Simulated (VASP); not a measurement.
# Fe (Im-3m) in VASP: settings compared

Fe is run at these levels: RPBE, BLYP; tasks: relaxation of cell and atoms, single point.

Everything below comes from runs of VASP 6.6.1. Logs are shortened: lines on timing, memory, paths and dates and some standing lists are left out, and cuts for length are marked.

## (1) The cell of the first run

It takes space group Im-3m (No. 229, cubic). Conventional cell: a = 2.886 Å, b = 2.886 Å, c = 2.886 Å, α = 90.00°, β = 90.00°, γ = 90.00°. Fe (site symmetry m-3m) has 14 Fe at 2.50 to 2.89 Å within 3.3 Å.

## (2) Relaxation of cell and atoms, RPBE, collinear spin, ferromagnetic start

INCAR

```
PREC = Accurate ; ENCUT = 600
EDIFF = 1E-6 ; ISMEAR = -1
SIGMA = 0.05 ; LREAL = F
LASPH = T ; NELM = 150
ALGO = Normal ; ISIF = 3
LWAVE = F ; LCHARG = F
ISPIN = 2 ; MAGMOM = 3
LORBIT = 11 ; LMAXMIX = 4
GGA = RP ; IBRION = 2
NSW = 80 ; EDIFFG = -0.01
```

KPOINTS

```
Automatic mesh
0
Gamma
  13 13 13
```

POSCAR

```
Fe
1.0
   -1.4430000000      1.4430000000      1.4430000000
    1.4430000000     -1.4430000000      1.4430000000
    1.4430000000      1.4430000000     -1.4430000000
Fe
1
Direct
    0.0000000000      0.0000000000      0.0000000000
```

Potentials or basis: VASP PAW PBE potentials, release 64 (Fe).

Started as:

```bash
cat potpaw_PBE.64/Fe/POTCAR > POTCAR
mpirun -np 1 vasp_std > vasp.out
```

OUTCAR:

```text
PREC = Accurate
   ENCUT = 600
   EDIFF = 1E-6
   ISMEAR = -1
   LREAL = F
   LASPH = T
   NELM = 150
   ISIF = 3
   ISPIN = 2
   LORBIT = 11
   GGA = RP
   IBRION = 2
   NSW = 80
   EDIFFG = -0.01

 ion  position               nearest neighbor table
   1  0.000  0.000  0.000-

  LATTYP: Found a body centered cubic cell.
 ALAT       =     2.8860000000

  Lattice vectors:

 A1 = (  -1.4430000000,   1.4430000000,   1.4430000000)
 A2 = (   1.4430000000,  -1.4430000000,   1.4430000000)
 A3 = (   1.4430000000,   1.4430000000,  -1.4430000000)

Analysis of symmetry for initial positions (statically):
=====================================================================
 Subroutine PRICEL returns:
 Original cell was already a primitive cell.

 Routine SETGRP: Setting up the symmetry group for a
 body centered cubic supercell.

 Subroutine GETGRP returns: Found 48 space group operations
 (whereof 48 operations were pure point group operations)
 out of a pool of 48 trial point group operations.

The static configuration has the point symmetry O_h .

Analysis of symmetry for dynamics (positions and initial velocities):
=====================================================================
 Subroutine PRICEL returns:
 Original cell was already a primitive cell.

 Routine SETGRP: Setting up the symmetry group for a
 body centered cubic supercell.

 Subroutine GETGRP returns: Found 48 space group operations
 (whereof 48 operations were pure point group operations)
 out of a pool of 48 trial point group operations.

The dynamic configuration has the point symmetry O_h .

Analysis of structural, dynamic, and magnetic symmetry:
=====================================================================
 Subroutine PRICEL returns:
 Original cell was already a primitive cell.

 Routine SETGRP: Setting up the symmetry group for a
 body centered cubic supercell.

 Subroutine GETGRP returns: Found 48 space group operations
 (whereof 48 operations were pure point group operations)
 out of a pool of 48 trial point group operations.

The overall configuration has the point symmetry O_h .

 Subroutine INISYM returns: Found 48 space group operations
 (whereof 48 operations are pure point group operations),
 and found     1 'primitive' translations

----------------------------------------------------------------------------------------

                                     Primitive cell

  volume of cell :      12.0187

  direct lattice vectors                    reciprocal lattice vectors
    -1.443000000  1.443000000  1.443000000     0.000000000  0.346500347  0.346500347
     1.443000000 -1.443000000  1.443000000     0.346500347  0.000000000  0.346500347
     1.443000000  1.443000000 -1.443000000     0.346500347  0.346500347  0.000000000

  length of vectors
     2.499349315  2.499349315  2.499349315     0.490025489  0.490025489  0.490025489

  position of ions in fractional coordinates (direct lattice)
     0.000000000  0.000000000  0.000000000

  ion indices of the primitive-cell ions
   primitive index   ion index
                 1           1

----------------------------------------------------------------------------------------

 KPOINTS: Automatic mesh

Automatic generation of k-mesh.
 Grid dimensions read from file:
 generate k-points for:   13   13   13

 Generating k-lattice:

  Cartesian coordinates                     Fractional coordinates (reciprocal lattice)
     0.000000000  0.026653873  0.026653873     0.076923077  0.000000000  0.000000000
     0.026653873  0.000000000  0.026653873     0.000000000  0.076923077  0.000000000
     0.026653873  0.026653873  0.000000000     0.000000000  0.000000000  0.076923077

  Length of vectors
     0.037694268  0.037694268  0.037694268

  Shift w.r.t. Gamma in fractional coordinates (k-lattice)
     0.000000000  0.000000000  0.000000000

 Subroutine IBZKPT returns following result:
 ===========================================

 Found     84 irreducible k-points:

 Following reciprocal coordinates:
            Coordinates               Weight
  0.000000  0.000000  0.000000      1.000000
  0.076923  0.000000  0.000000     12.000000
  0.153846  0.000000  0.000000     12.000000
  0.230769  0.000000  0.000000     12.000000
  0.307692  0.000000  0.000000     12.000000
  0.384615  0.000000  0.000000     12.000000
[... 16 lines left out ...]
  0.153846  0.076923  0.076923     24.000000
  0.230769  0.076923  0.076923     24.000000
 [... further k-points ...]
   k-points           NKPTS =     84   k-points in BZ     NKDIM =     84   number of bands    NBANDS=     10
   number of dos      NEDOS =    301   number of ions     NIONS =      1
   total plane-waves  NPLWV =   8000
   dimension x,y,z NGX =    20 NGY =   20 NGZ =   20
   dimension x,y,z NGXF=    40 NGYF=   40 NGZF=   40
   ions per type =               1
   NGX,Y,Z   is equivalent  to a cutoff of  13.30, 13.30, 13.30 a.u.
   NGXF,Y,Z  is equivalent  to a cutoff of  26.61, 26.61, 26.61 a.u.
 SYSTEM =  unknown system
   PREC   = accura    normal or accurate (medium, high low for compatibility)
   ISTART =      0    job   : 0-new  1-cont  2-samecut
   ICHARG =      2    charge: 1-file 2-atom 10-const
   ISPIN  =      2    spin polarized calculation?
   LNONCOLLINEAR =      F non collinear calculations
   LSORBIT =      F    spin-orbit coupling
   LASPH  =      T    aspherical Exc in radial PAW
   ENCUT  =  600.0 eV  44.10 Ry    6.64 a.u.   4.99  4.99  4.99*2*pi/ulx,y,z
   NELM   =    150;   NELMIN=  2; NELMDL= -5     # of ELM steps
   EDIFF  = 0.1E-05   stopping-criterion for ELM
   LREAL  =      F    real-space projection
   EDIFFG = -.1E-01   stopping-criterion for IOM
   NSW    =     80    number of steps for IOM
   IBRION =      2    ionic relax: 0-MD 1-quasi-New 2-CG
   NFREE  =      1    steps in history (QN), initial steepest desc. (CG)
   ISIF   =      3    stress and relaxation
   ISYM   =      2    0-nonsym 1-usesym 2-fastsym
   POTIM  = 0.5000    time-step for ionic-motion
   TEBEG  =    0.0;   TEEND  =   0.0 temperature during run
   PSTRESS=    0.0 pullay stress
   NELECT =       8.0000    total number of electrons
   NUPDOWN=      -1.0000    fix difference up-down
   EMIN   =  10.00;   EMAX   =-10.00  energy-range for DOS
   EFERMI =   0.00;   METHOD = LEGACY
   ISMEAR =    -1;   SIGMA  =   0.05  broadening in eV -4-tet -1-fermi 0-gaus
   EFERMI_NEDOS =   21; number of points for ismear=-14 and -15
   IALGO  =     38    algorithm
   IMIX   =      4    mixing-type and parameters
     AMIX     =   0.40;   BMIX     =  1.00
     AMIX_MAG =   1.60;   BMIX_MAG =  1.00
  volume/ion in A,a.u.               =      12.02        81.11
  Fermi-wavevector in a.u.,A,eV,Ry     =   1.429394  2.701162 27.798962  2.043166
  Thomas-Fermi vector in A             =   2.549352
   LORBIT       =     11    0 simple, 1 ext, 2 COOP (PROOUT), +10 PAW based schemes
   GGA     = RP    functional components
   LHFCALC =     F    Hartree Fock is set to
   AEXX    =    0.0000 exact exchange contribution
   IVDW    =     0    specifies the selected vdW correction
   LEPSILON=     F    determine dielectric tensor
   LRPA    =     F    only Hartree local field effects (RPA)
 conjugate gradient relaxation of ions
 spin polarized calculation
  energy-cutoff  :      600.00
  volume of cell :       12.02
 maximum number of plane-waves:       415
   NGX =  9   NGY =  9   NGZ =  9

--------------------------------------- Ionic step        1  -------------------------------------------

 number of electron       7.9999995 magnetization       2.3393320

 Free energy of the ion-electron system (eV)
  ---------------------------------------------------
  ext. energy  EPLUGINS =         0.00000000
  ---------------------------------------------------
  free energy    TOTEN  =        -7.75509853 eV

  energy without entropy =       -7.74518847  energy(sigma->0) =       -7.75014350

------------------------ aborting loop because EDIFF is reached ----------------------------------------

  FORCE on cell =-STRESS in cart. coord.  units (eV):
  Direction    XX          YY          ZZ          XY          YZ          ZX
  --------------------------------------------------------------------------------------
  -------------------------------------------------------------------------------------
  Total       -0.2213764     -0.2213764     -0.2213764      0.0000000     -0.0000000     -0.0000000
  in kB      -29.5109285    -29.5109285    -29.5109285      0.0000000     -0.0000000     -0.0000000
  external PRESSURE =     -29.5109285 kB  Pullay stress =       0.0000000 kB
[... 55 lines left out ...]
  energy  without entropy=       -7.7477837860  energy(sigma->0) =       -7.75269483

--------------------------------------- Ionic step        3  -------------------------------------------

 number of electron       7.9999999 magnetization       2.2504978

 Free energy of the ion-electron system (eV)
  ---------------------------------------------------
  ext. energy  EPLUGINS =         0.00000000
  ---------------------------------------------------
  free energy    TOTEN  =        -7.75785231 eV

  energy without entropy =       -7.74792586  energy(sigma->0) =       -7.75288909

 E-fermi :   5.5993     XC(G=0): -12.8462

 val. band max:        5.5884044809   @ k =  -0.4615  -0.4615   0.2308
 cond. band min:       5.6004003636   @ k =   0.3077   0.0769  -0.0000
 fundamental gap:      0.0119958826
 Fermi energy:         5.5993309265

 spin component 1

 k-point     1 :       0.0000    0.0000    0.0000
  band No.  band energies     occupation
      1      -2.5759      1.00000
      2       3.3608      1.00000
      3       3.3608      1.00000
      4       3.3608      1.00000
      5       4.4998      1.00000
      6       4.4998      1.00000
      7      30.3530      0.00000
      8      30.3530      0.00000
      9      30.3530      0.00000
     10      35.2440      0.00000
[... 287 lines left out ...]
 k-point    24 :       0.2308    0.0769    0.0769
  band No.  band energies     occupation
      1       0.7556      1.00000
      2       2.5787      1.00000
      3       2.9709      1.00000
      4       4.4613      1.00000
      5       4.5998      1.00000
      6       5.6949      0.12878
      7      18.7618      0.00000
      8      22.8091      0.00000
      9      24.6071      0.00000
     10      32.0113      0.00000

 [... further k-points ...]

 spin component 2

 k-point     1 :       0.0000    0.0000    0.0000
  band No.  band energies     occupation
      1      -2.4808      1.00000
      2       5.3867      0.98597
      3       5.3869      0.98593
      4       5.3869      0.98593
      5       7.3922      0.00000
      6       7.3924      0.00000
      7      29.9782      0.00000
      8      29.9782      0.00000
      9      29.9782      0.00000
     10      35.3285      0.00000
[... 327 lines left out ...]
  FREE ENERGIE OF THE ION-ELECTRON SYSTEM (eV)
  ---------------------------------------------------
  free  energy   TOTEN  =        -7.7578523147 eV

  energy  without entropy=       -7.7479258562  energy(sigma->0) =       -7.75288909

 reached required accuracy - stopping structural energy minimisation

 total charge

# of ion       s       p       d       tot
------------------------------------------
    1        0.473   0.514   6.212   7.199

 magnetization (x)

# of ion       s       p       d       tot
------------------------------------------
    1       -0.016  -0.064   2.339   2.259
```

Run time: 24 s. Hardware: 1 thread of Intel Xeon 6975P-C (Granite Rapids), shared host; peak memory 0.15 GiB.

Results:

```
Free energy                                           : -7.7579 eV
Relaxed volume                                        : 11.72 Å³/atom
Relaxed cell                                          : a = 2.479 Å, b = 2.479 Å, c = 2.479 Å, α = 109.47°, β = 109.47°, γ = 109.47°
Space group after relaxing (to 0.05 Å)                : Im-3m (No. 229)
Energy gained by relaxing                             : 2.8 meV/atom
Ionic steps                                           : 3
Pressure after relaxing                               : 0.1 GPa
Net moment                                            : 2.25 μB per cell
Site moments                                          : Fe +2.26 μB
Valence electrons inside the program's atomic spheres : Fe 7.20
```

Step by step:
| step | energy change (eV) | largest force (eV/Å) | pressure (GPa) | volume (Å³) |
| --- | --- | --- | --- | --- |
| 1 | 0.0000 | 0.0000 | -2.95 | 12.02 |
| 2 | -0.0025 | 0.0000 | 0.89 | 11.64 |
| 3 | -0.0028 | 0.0000 | 0.05 | 11.72 |

Final structure:
```
CELL_PARAMETERS angstrom
-1.43107 1.43107 1.43107
1.43107 -1.43107 1.43107
1.43107 1.43107 -1.43107
ATOMIC_POSITIONS crystal
Fe 0.00000 0.00000 0.00000
```

Levels at points of the mesh, in eV from the Fermi level:
Spin up:
| k point | band 1 | band 2 | band 3 | band 4 | band 5 | band 6 | band 7 | band 8 | band 9 | band 10 |
| --- | --- | --- | --- | --- | --- | --- | --- | --- | --- | --- |
| (0.00, 0.00, 0.00) | -8.18 | -2.24 | -2.24 | -2.24 | -1.10 | -1.10 | 24.75 | 24.75 | 24.75 | 29.64 |
Spin down:
| k point | band 1 | band 2 | band 3 | band 4 | band 5 | band 6 |
| --- | --- | --- | --- | --- | --- | --- |
| (0.00, 0.00, 0.00) | -8.08 | -0.21 | -0.21 | -0.21 | 1.79 | 1.79 |

Caveat: the PAW data sets were made with another functional, which shifts forces and pressure a little.

## (3) Single point, BLYP, collinear spin, ferromagnetic start

This run uses another cell than the first one, of 11.80 Å³/atom, 0.982 times its volume.

INCAR

```
PREC     = Accurate       # precision mode
ENCUT    = 520            # plane-wave cutoff, eV
EDIFF    = 1E-6           # SCF threshold, eV
ISMEAR   = -1             # smearing method
SIGMA    = 0.05           # smearing width, eV
LREAL    = False          # projectors in reciprocal space
LASPH    = True           # aspherical terms in the spheres
NELM     = 150            # most SCF steps
ALGO     = Normal         # electronic algorithm
ISIF     = 2              # what is computed and relaxed
LWAVE    = False          # write WAVECAR
LCHARG   = True           # write CHGCAR
ISPIN    = 2              # spin polarisation
MAGMOM   = 3              # initial moments
LORBIT   = 11             # projections on sites
LMAXMIX  = 4              # l up to which the mixer works
GGA      = B5             # functional
ALDAX    = 1.0          
AGGAX    = 1.0          
AGGAC    = 1.0          
ALDAC    = 0.0          
LELF     = True           # ELF
LVHAR    = True         
NBANDS   = 14             # bands
```

KPOINTS

```
regular mesh
0
Gamma
  13 13 13
```

POSCAR

```
Fe
1.0
   -1.4340843124      1.4340843124      1.4340843124
    1.4340843124     -1.4340843124      1.4340843124
    1.4340843124      1.4340843124     -1.4340843124
Fe
1
Direct
    0.0000000000      0.0000000000      0.0000000000
```

Potentials or basis: VASP PAW PBE potentials, release 64 (Fe).

Started as:

```bash
cat potpaw_PBE.64/Fe/POTCAR > POTCAR
mpirun -np 1 vasp_std > vasp.out
```

It took 21 s on 1 thread of Intel Xeon Platinum 8488C (Sapphire Rapids), shared host; peak memory 0.13 GiB.

The run converged. Its results:

- Free energy: -7.1799 eV
- Pressure: 0.6 GPa
- Net moment: 2.17 μB per cell
- Site moments: Fe +2.17 μB
- Valence electrons inside the program's atomic spheres: Fe 7.24

Levels at points of the mesh, in eV from the Fermi level:
Spin up:
```
           k point  band 3  band 4  band 5  band 6  band 7  band 8
(0.00, 0.00, 0.00)   -2.21   -2.21   -1.06   -1.06   24.96   24.96
```
Spin down:
```
           k point  band 1  band 2  band 3  band 4  band 5  band 6  band 7  band 8
(0.00, 0.00, 0.00)   -7.89   -0.40   -0.40   -0.40    1.60    1.60   24.72   24.72
```

Caveat: the PAW data sets were made with another functional, which shifts forces and pressure a little.

## (4) Single point, RPBE, collinear spin, ferromagnetic start

INCAR

```
PREC     = Accurate       # precision mode
ENCUT    = 520            # plane-wave cutoff, eV
EDIFF    = 1E-6           # SCF threshold, eV
ISMEAR   = 0              # smearing method
SIGMA    = 0.1            # smearing width, eV
LREAL    = False          # projectors in reciprocal space
LASPH    = True           # aspherical terms in the spheres
NELM     = 150            # most SCF steps
ALGO     = Fast           # electronic algorithm
ISIF     = 2              # what is computed and relaxed
LWAVE    = False          # write WAVECAR
LCHARG   = False          # write CHGCAR
ISPIN    = 2              # spin polarisation
MAGMOM   = 3              # initial moments
LORBIT   = 11             # projections on sites
LMAXMIX  = 4              # l up to which the mixer works
GGA      = RP             # functional
NBANDS   = 14             # bands
```

KPOINTS is that of step 3.

POSCAR

```
Fe
1.0
   -1.4430000000      1.4430000000      1.4430000000
    1.4430000000     -1.4430000000      1.4430000000
    1.4430000000      1.4430000000     -1.4430000000
Fe
1
Direct
    0.0000000000      0.0000000000      0.0000000000
```

Started as:

```bash
cat potpaw_PBE.64/Fe/POTCAR > POTCAR
mpirun -np 1 vasp_std > vasp.out
```

Wall time 23 s (1 thread of Intel Xeon Platinum 8488C (Sapphire Rapids), shared host); peak memory 0.14 GiB.

Results (log left out):

- Free energy: -7.7536 eV
- Pressure: -3.2 GPa
- Net moment: 2.34 μB per cell
- Site moments: Fe +2.35 μB
- Valence electrons inside the program's atomic spheres: Fe 7.15

Levels at points of the mesh, in eV from the Fermi level:
Spin up:
```csv
k point,band 3,band 4,band 5,band 6,band 7,band 8
"(0.00, 0.00, 0.00)",-2.21,-2.21,-1.10,-1.10,24.52,24.52
```
Spin down:
```tsv
k point	band 1	band 2	band 3	band 4	band 5	band 6
(0.00, 0.00, 0.00)	-7.93	-0.08	-0.08	-0.08	1.85	1.85
```

Caveat: the PAW data sets were made with another functional, which shifts forces and pressure a little.

## (5) The runs side by side

```tsv
task	level	cell	cutoff (eV)	smearing	gap on the mesh (eV)	pressure (GPa)	moment (μB)
relaxation of cell and atoms	RPBE	relaxed from a = 2.499 Å, angles 109.5°, 1 atom	600	fermi-dirac 0.05 eV	none	0.1	2.25
single point	BLYP	a = 2.484 Å, angles 109.5°, 1 atom	520	fermi-dirac 0.05 eV	none	0.6	2.17
single point	RPBE	a = 2.499 Å, angles 109.5°, 1 atom	520	gaussian 0.1 eV	none	-3.2	2.34
```

Alike in all rows: potentials or basis VASP PAW PBE potentials, release 64 (Fe); spin collinear, ferromagnetic start; k mesh 13 × 13 × 13.

Caveats: the PAW data sets were made with another functional, which shifts forces and pressure a little.

Absolute energies hang on the potentials; compare differences alone.
